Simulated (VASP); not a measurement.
# Al16HO24 (a cell with a defect) in VASP: single point with PBE

Aim: the single point of Al16HO24 (a cell with a defect) with PBE.

Everything below comes from runs of VASP 6.6.1. Logs are shortened: lines on timing, memory, paths and dates and some standing lists are left out, and cuts for length are marked.

### Step 1. The cell of the first run

The cell holds a defect, 41 atoms: a = 11.793 Å, b = 5.815 Å, c = 5.615 Å, α = 90.00°, β = 75.94°, γ = 90.00°.

### Step 2. Single point, PBE, collinear spin

Contents of INCAR:

```
PREC = Accurate ; ENCUT = 520
EDIFF = 1E-6 ; ISMEAR = -1
SIGMA = 0.05 ; LREAL = Auto
LASPH = True ; NELM = 200
ALGO = Normal ; ISIF = 2
LWAVE = False ; LCHARG = True
ISPIN = 2 ; MAGMOM = 0 0 0 0 0 0 0 0 0 0 0 0 0 0 0 0 0 0 0 0 0 0 0 0.14 0 0 0 0 0 0 0 0 0 0 0 0 0 0 0 0 0.33
LORBIT = 11 ; GGA = PE
LELF = True ; LVHAR = True
NBANDS = 126 ; GGA_COMPAT = False
```

Contents of KPOINTS:

```
regular mesh
0
Gamma
  1 3 3
```

Contents of POSCAR:

```
Al16HO24
1.0
  -11.7928040000      0.0000000000      0.0000000000
    0.0000000000     -5.8149540000      0.0000000000
   -1.3644420000      0.0000000000      5.4468590000
Al O H
16 24 1
Direct
    0.5900266710      0.2488839981      0.2043686095
    0.4057295575      0.2485177011      0.7979106858
    0.8445701571      0.2564988476      0.3282328402
    0.1565164301      0.2492317222      0.6856417616
    0.0903400320      0.0007492751      0.2066952715
    0.9082071252     -0.0041216147      0.8025965056
    0.3400068696     -0.0001953584      0.3197831998
    0.6559444274      0.0015475617      0.6786810527
    0.5853552249      0.7483852839      0.2110412625
    0.4085852170      0.7488430691      0.7985583985
    0.8435658666      0.7530695858      0.3233380927
    0.1590076481      0.7495744592      0.6854787319
    0.0932820595      0.5011339729      0.2058687401
    0.9084636261      0.5044633199      0.8035625670
    0.3403362974      0.4982524367      0.3201944460
    0.6556032043      0.4940591104      0.6793142617
    0.6615779283      0.2472994627      0.8918914552
    0.3360615176      0.2491613863      0.1110610721
    0.9938075556      0.2506494462      0.7471935661
    0.0069539355      0.2535877326      0.2642227383
    0.3254644784      0.2484753964      0.5663019733
    0.6723886233      0.2500690461      0.4345049137
    0.1631538161      0.0000495275      0.8940416853
    0.8480839688      0.0116050789      0.1231939362
    0.4934907882      0.0008366360      0.7423627085
    0.5029538689      0.0009685373      0.2593650763
    0.8252936300      0.0033578941      0.5699802400
    0.1728128368     -0.0010741272      0.4368269860
    0.6475472262      0.7459173366      0.8912753203
    0.3374246083      0.7488411774      0.1112767927
    0.9983894891      0.7496061018      0.7447758424
    0.0058220542      0.7487094481      0.2614927245
    0.3272134346      0.7497290606      0.5671828479
    0.6727352722      0.7515940797      0.4314934534
    0.1641690210      0.4990345581      0.8928088647
    0.8381944262      0.5006251124      0.1181291823
    0.4932882727      0.4965437388      0.7417120583
    0.5028873781      0.4964130413      0.2600482223
    0.8246412934      0.5025802440      0.5735105315
    0.1738136718      0.5000844375      0.4376883999
    0.7741464941     -0.1849359427      0.9378047054
```

Potentials or basis: VASP PAW PBE potentials, release 64 (Al, O, H).

Started as:

```sh
> cat potpaw_PBE.64/Al/POTCAR potpaw_PBE.64/O/POTCAR potpaw_PBE.64/H/POTCAR > POTCAR
> mpirun -np 1 vasp_std > vasp.out
```

OUTCAR:

```text
PREC = Accurate
   ENCUT = 520
   EDIFF = 1E-6
   ISMEAR = -1
   LREAL = Auto
   LASPH = True
   NELM = 200
   ISIF = 2
   ISPIN = 2
   LORBIT = 11
   GGA = PE

 ion  position               nearest neighbor table
   1  0.590  0.249  0.204-  38 1.75  17 1.75  26 1.75  22 1.80   9 2.91   9 2.91  16 3.20  15 3.20
                             8 3.20   7 3.21   3 3.24  16 3.28   8 3.28
   2  0.406  0.249  0.798-  18 1.75  25 1.76  37 1.76  21 1.78  10 2.91  10 2.91   4 3.15   7 3.19
                            15 3.19  16 3.20   8 3.20  15 3.30   7 3.30
   3  0.845  0.256  0.328-  24 1.83  36 1.86  20 1.86  39 1.96  22 1.97  27 1.98  11 2.89  11 2.93
                            16 2.94   8 2.98   5 3.18  13 3.18  14 3.20   6 3.24   1 3.24  14 3.28
   4  0.157  0.249  0.686-  19 1.87  23 1.88  35 1.88  21 1.94  40 1.99  28 1.99  12 2.91  12 2.91
                            15 2.97   7 2.97   2 3.15   5 3.19  13 3.19   6 3.20  14 3.20  13 3.31
   5  0.090  0.001  0.207-  20 1.75  23 1.76  32 1.76  28 1.80  13 2.91  13 2.91   7 3.16  11 3.17
                             3 3.18   4 3.19  12 3.19   4 3.31  12 3.33
   6  0.908  0.996  0.803-  31 1.77  24 1.77  19 1.78  27 1.81  41 1.90  14 2.86  14 2.96  11 3.17
                             4 3.20  12 3.21   8 3.22   3 3.24  11 3.29   3 3.31
   7  0.340  1.000  0.320-  26 1.87  18 1.87  30 1.88  28 1.92  21 1.98  33 1.99  15 2.90  15 2.92
                            12 2.96   4 2.97   5 3.16   9 3.17   2 3.19  10 3.19   1 3.21   2 3.30
   8  0.656  0.002  0.679-  25 1.86  17 1.88  29 1.89  27 1.94  22 1.97  34 1.99  16 2.86  16 2.95
                            11 2.97   3 2.98  10 3.19   2 3.20   1 3.20   6 3.22   9 3.25   1 3.28
   9  0.585  0.748  0.211-  38 1.74  26 1.75  29 1.77  34 1.79   1 2.91   1 2.91  15 3.16   7 3.17
                            16 3.25   8 3.25  11 3.26   8 3.29  16 3.29
  10  0.409  0.749  0.799-  30 1.75  25 1.76  37 1.76  33 1.79   2 2.91   2 2.91  12 3.16   8 3.19
                            16 3.19   7 3.19  15 3.19  15 3.32   7 3.33
  11  0.844  0.753  0.323-  32 1.86  24 1.87  36 1.88  34 1.96  27 1.98  39 2.00   3 2.89   3 2.93
                             8 2.97  16 3.00   6 3.17   5 3.17  14 3.18  13 3.21   9 3.26   6 3.29
  12  0.159  0.750  0.685-  31 1.84  35 1.88  23 1.88  33 1.93  40 1.99  28 1.99   4 2.91   4 2.91
                             7 2.96  15 2.96  10 3.16  13 3.18   5 3.19  14 3.20   6 3.21  13 3.31
  13  0.093  0.501  0.206-  20 1.75  35 1.75  32 1.75  40 1.79   5 2.91   5 2.91  15 3.13   3 3.18
                            12 3.18   4 3.19  11 3.21   4 3.31  12 3.31
  14  0.908  0.504  0.804-  31 1.76  36 1.76  19 1.77  39 1.81   6 2.86   6 2.96  11 3.18   3 3.20
                            12 3.20   4 3.20  16 3.22   3 3.28  11 3.31
  15  0.340  0.498  0.320-  38 1.86  18 1.87  30 1.88  40 1.91  21 1.98  33 2.00   7 2.90   7 2.92
[... 12 lines left out ...]
  26  0.503  0.001  0.259-   9 1.75   1 1.75   7 1.87
  27  0.825  0.003  0.570-   6 1.81   8 1.94   3 1.98  11 1.98
  28  0.173  0.999  0.437-   5 1.80   7 1.92  12 1.99   4 1.99
  29  0.648  0.746  0.891-   9 1.77  16 1.87   8 1.89
  30  0.337  0.749  0.111-  10 1.75   7 1.88  15 1.88
  31  0.998  0.750  0.745-  14 1.76   6 1.77  12 1.84
  32  0.006  0.749  0.261-  13 1.75   5 1.76  11 1.86
  33  0.327  0.750  0.567-  10 1.79  12 1.93   7 1.99  15 2.00
  34  0.673  0.752  0.431-   9 1.79  11 1.96   8 1.99  16 2.02
  35  0.164  0.499  0.893-  13 1.75  12 1.88   4 1.88
  36  0.838  0.501  0.118-  14 1.76   3 1.86  11 1.88
  37  0.493  0.497  0.742-   2 1.76  10 1.76  16 1.86
  38  0.503  0.496  0.260-   9 1.74   1 1.75  15 1.86
  39  0.825  0.503  0.574-  14 1.81  16 1.94   3 1.96  11 2.00
  40  0.174  0.500  0.438-  13 1.79  15 1.91  12 1.99   4 1.99
  41  0.774  0.815  0.938-   6 1.90

  LATTYP: Found a simple monoclinic cell.
 ALAT       =     5.6151558248
 B/A-ratio  =     1.0355819467
 C/A-ratio  =     2.0952509771
 COS(beta)  =    -0.2337061380

  Lattice vectors:

 A1 = (  -1.3644420000,   0.0000000000,   5.4468590000)
 A2 = (   0.0000000000,   5.8149540000,   0.0000000000)
 A3 = ( -10.4283620000,   0.0000000000,  -5.4468590000)

Analysis of symmetry for initial positions (statically):
=====================================================================
 Subroutine PRICEL returns:
 Original cell was already a primitive cell.

 Routine SETGRP: Setting up the symmetry group for a
 simple monoclinic supercell.

 Subroutine GETGRP returns: Found  1 space group operations
 (whereof  1 operations were pure point group operations)
 out of a pool of  4 trial point group operations.

The static configuration has the point symmetry C_1 .

Analysis of symmetry for dynamics (positions and initial velocities):
=====================================================================
 Subroutine PRICEL returns:
 Original cell was already a primitive cell.

 Routine SETGRP: Setting up the symmetry group for a
 simple monoclinic supercell.

 Subroutine GETGRP returns: Found  1 space group operations
 (whereof  1 operations were pure point group operations)
[... 166 lines left out ...]
   ISTART =      0    job   : 0-new  1-cont  2-samecut
   ICHARG =      2    charge: 1-file 2-atom 10-const
   ISPIN  =      2    spin polarized calculation?
   LNONCOLLINEAR =      F non collinear calculations
   LSORBIT =      F    spin-orbit coupling
   LASPH  =      T    aspherical Exc in radial PAW
   ENCUT  =  520.0 eV  38.22 Ry    6.18 a.u.  21.93 10.81 10.44*2*pi/ulx,y,z
   NELM   =    200;   NELMIN=  2; NELMDL= -5     # of ELM steps
   EDIFF  = 0.1E-05   stopping-criterion for ELM
   LREAL  =      T    real-space projection
   EDIFFG = 0.1E-04   stopping-criterion for IOM
   NSW    =      0    number of steps for IOM
   IBRION =     -1    ionic relax: 0-MD 1-quasi-New 2-CG
   NFREE  =      0    steps in history (QN), initial steepest desc. (CG)
   ISIF   =      2    stress and relaxation
   ISYM   =      2    0-nonsym 1-usesym 2-fastsym
   POTIM  = 0.5000    time-step for ionic-motion
   TEBEG  =    0.0;   TEEND  =   0.0 temperature during run
   PSTRESS=    0.0 pullay stress
   NELECT =     193.0000    total number of electrons
   NUPDOWN=      -1.0000    fix difference up-down
   EMIN   =  10.00;   EMAX   =-10.00  energy-range for DOS
   EFERMI =   0.00;   METHOD = LEGACY
   ISMEAR =    -1;   SIGMA  =   0.05  broadening in eV -4-tet -1-fermi 0-gaus
   EFERMI_NEDOS =   21; number of points for ismear=-14 and -15
   IALGO  =     38    algorithm
   IMIX   =      4    mixing-type and parameters
     AMIX     =   0.40;   BMIX     =  1.00
     AMIX_MAG =   1.60;   BMIX_MAG =  1.00
  volume/ion in A,a.u.               =       9.11        61.48
  Fermi-wavevector in a.u.,A,eV,Ry     =   1.313684  2.482502 23.480452  1.725765
  Thomas-Fermi vector in A             =   2.443989
   LORBIT       =     11    0 simple, 1 ext, 2 COOP (PROOUT), +10 PAW based schemes
   GGA     = PE    functional components
   LHFCALC =     F    Hartree Fock is set to
   AEXX    =    0.0000 exact exchange contribution
   IVDW    =     0    specifies the selected vdW correction
   LEPSILON=     F    determine dielectric tensor
   LRPA    =     F    only Hartree local field effects (RPA)
 spin polarized calculation
  energy-cutoff  :      520.00
  volume of cell :      373.52
 maximum number of plane-waves:     10076
 NGX is ok and might be reduce to    90
   NGX = 43   NGY = 21   NGZ = 21

 number of electron     192.9999984 magnetization       1.0000920

 Free energy of the ion-electron system (eV)
  ---------------------------------------------------
  ext. energy  EPLUGINS =         0.00000000
  ---------------------------------------------------
  free energy    TOTEN  =      -298.82469332 eV

  energy without entropy =     -298.82468791  energy(sigma->0) =     -298.82469061

 E-fermi :   8.4502     XC(G=0): -11.1713

 val. band max:        7.8731815282   @ k =   0.0000   0.3333  -0.3333
 cond. band min:       8.9560624900   @ k =   0.0000   0.0000   0.0000
 fundamental gap:      1.0828809618
 Fermi energy:         8.4502263039

 spin component 1

 k-point     1 :       0.0000    0.0000    0.0000
  band No.  band energies     occupation
      1     -13.7709      1.00000
      2     -13.3340      1.00000
      3     -13.0912      1.00000
      4     -12.3266      1.00000
      5     -12.1558      1.00000
      6     -12.1158      1.00000
[... 544 lines left out ...]
    107      14.3218      0.00000
    108      14.4868      0.00000
 Fermi energy:         8.4502263039

 spin component 2

 k-point     1 :       0.0000    0.0000    0.0000
  band No.  band energies     occupation
      1     -13.7433      1.00000
      2     -13.3159      1.00000
      3     -13.0663      1.00000
      4     -12.2512      1.00000
      5     -12.1342      1.00000
      6     -12.0998      1.00000
[... 544 lines left out ...]
    107      14.3557      0.00000
    108      14.5324      0.00000
 [bands above 108 left out]

------------------------ aborting loop because EDIFF is reached ----------------------------------------

  FORCE on cell =-STRESS in cart. coord.  units (eV):
  Direction    XX          YY          ZZ          XY          YZ          ZX
  --------------------------------------------------------------------------------------
  -------------------------------------------------------------------------------------
  Total       19.5199820     19.2580660     21.7312851      0.9775848     -0.3143735     -1.6945971
  in kB       83.7298858     82.6064114     93.2151482      4.1932962     -1.3484876     -7.2688807
  external PRESSURE =      86.5171485 kB  Pullay stress =       0.0000000 kB

 VOLUME and BASIS-vectors are now :
 -----------------------------------------------------------------------------
  energy-cutoff  :      520.00
  volume of cell :      373.52
      direct lattice vectors                 reciprocal lattice vectors
   -11.792804000  0.000000000  0.000000000    -0.084797475  0.000000000 -0.021241827
     0.000000000 -5.814954000  0.000000000     0.000000000 -0.171970406  0.000000000
    -1.364442000  0.000000000  5.446859000     0.000000000  0.000000000  0.183592048

 POSITION                                       TOTAL-FORCE (eV/Angst)
 -----------------------------------------------------------------------------------
     -7.23692     -1.44725      1.11317         0.001463      0.000449      0.024736
     -5.87339     -1.44512      4.34611        -0.016816     -0.003159     -0.013317
    -10.40770     -1.49153      1.78784        -0.003962      0.000836      0.022987
     -2.78129     -1.44927      3.73459         0.034248     -0.015920      0.008201
     -1.34739     -0.00436      1.12584        -0.010662     -0.026100      0.010907
    -11.80541     -5.79099      4.37163         0.061224      0.016186      0.043319
[... 33 lines left out ...]
     -2.64695     -2.90797      2.38403        -0.000090     -0.006808     -0.006618
    -10.40894     -4.73956      5.10809        -0.315552      0.529028     -0.509396
 -----------------------------------------------------------------------------------
    total drift:                                0.017032      0.011741      0.008046

  FREE ENERGIE OF THE ION-ELECTRON SYSTEM (eV)
  ---------------------------------------------------
  free  energy   TOTEN  =      -298.8246933153 eV

  energy  without entropy=     -298.8246879089  energy(sigma->0) =     -298.82469061

 total charge

# of ion       s       p       d       tot
------------------------------------------
    1        0.357   0.459   0.000   0.817
    2        0.358   0.461   0.000   0.819
    3        0.309   0.398   0.000   0.708
    4        0.303   0.385   0.000   0.687
    5        0.357   0.457   0.000   0.813
    6        0.350   0.452   0.000   0.803
[... 33 lines left out ...]
   40        1.549   3.640   0.000   5.189
   41        0.464   0.017   0.000   0.481
--------------------------------------------------
tot         42.942  94.226   0.000 137.168

 magnetization (x)

# of ion       s       p       d       tot
------------------------------------------
    1        0.000   0.000   0.000   0.000
    2        0.000   0.000   0.000   0.001
    3        0.005   0.007   0.000   0.012
    4        0.000  -0.000   0.000   0.000
    5        0.000   0.000   0.000   0.000
    6        0.002   0.009   0.000   0.011
[... 33 lines left out ...]
   40        0.000   0.001   0.000   0.001
   41        0.250   0.004   0.000   0.254
--------------------------------------------------
tot          0.294   0.342   0.000   0.636
```

Wall time 26 min (1 thread of Oxide Virtual Turin-like, shared host); peak memory 0.7 GiB.

Results:

| Quantity | Value |
| --- | --- |
| Free energy | -298.8247 eV |
| Pressure | 8.7 GPa |
| Largest force | 0.799 eV/Å |
| Band gap on the k mesh | 1.08 eV |
| Net moment | 1.00 μB per cell |
| Site moments | Al +0.00, +0.01, -0.00 (each value once); O -0.00, +0.00, +0.01, +0.11, +0.03, +0.15, +0.02 (each value once); H +0.25 μB |
| Valence electrons inside the program's atomic spheres | Al 0.82, 0.71, 0.69, 0.81, 0.80, 0.70 (each value once); O 5.18, 5.21, 5.22, 5.19, 5.17, 5.23 (each value once); H 0.48 |

Forces on the atoms (eV/Å):
```
Al   0.001  0.000  0.025
Al  -0.017 -0.003 -0.013
Al  -0.004  0.001  0.023
Al   0.034 -0.016  0.008
Al  -0.011 -0.026  0.011
Al   0.061  0.016  0.043
Al   0.004 -0.010 -0.001
Al   0.014 -0.047 -0.024
Al   0.057 -0.001  0.071
Al   0.009 -0.003 -0.013
Al   0.009 -0.015  0.004
Al  -0.021 -0.011  0.006
Al   0.004 -0.016  0.017
Al   0.046 -0.049  0.028
Al   0.003  0.008  0.004
Al  -0.011 -0.035  0.021
O    0.017 -0.006  0.005
O    0.013  0.000  0.017
O    0.032 -0.014  0.044
O    0.000 -0.013  0.009
O    0.006 -0.005  0.009
O    0.027 -0.024  0.009
O    0.005 -0.016  0.010
O    0.133 -0.015  0.011
O   -0.005  0.005  0.007
O    0.030 -0.013  0.001
O   -0.010 -0.047 -0.028
O    0.005 -0.012  0.000
O   -0.070 -0.072  0.070
O   -0.010  0.005  0.024
O   -0.063 -0.018 -0.011
O    0.016 -0.027  0.017
O    0.001 -0.002 -0.003
O    0.021 -0.021  0.009
O   -0.020 -0.010  0.016
O   -0.037  0.014  0.042
O   -0.024 -0.014  0.019
O    0.054  0.016  0.002
O    0.016 -0.024  0.027
O    0.000 -0.007 -0.007
H   -0.316  0.529 -0.509
```

Caveat: the k points lie up to 0.55 Å⁻¹ apart.
